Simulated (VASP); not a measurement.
A run of VASP 6.6.1 is set up as follows.

The input INCAR:

```
PREC = Accurate
ENCUT = 500
EDIFF = 1E-6
ISMEAR = 1
SIGMA = 0.05
LREAL = F
LASPH = T
NELM = 120
ALGO = Normal
ISIF = 2
LWAVE = F
LCHARG = F
GGA = PS
NBANDS = 12
GGA_COMPAT = F
```

The input KPOINTS:

```
regular mesh
0
Gamma
  17 17 17
```

File POSCAR:

```
Ti
1.0
   -1.6047341033      1.6047341033      1.6047341033
    1.6047341033     -1.6047341033      1.6047341033
    1.6047341033      1.6047341033     -1.6047341033
Ti
1
Direct
    0.0000000000      0.0000000000      0.0000000000
```

Potentials or basis: VASP PAW PBE potentials, release 64 (Ti_sv).

Command:

```bash
$ cat potpaw_PBE.64/Ti_sv/POTCAR > POTCAR
$ mpirun -np 1 vasp_std > vasp.out
```

(1) What does it give for the band gap on the k mesh?

(2) What does it give for the pressure?

Results:

(1) zero (bands 6 and 7 overlap by 1.69 eV).

(2) -0.3 GPa.

Caveat: the PAW data sets were made with another functional, which shifts forces and pressure a little.
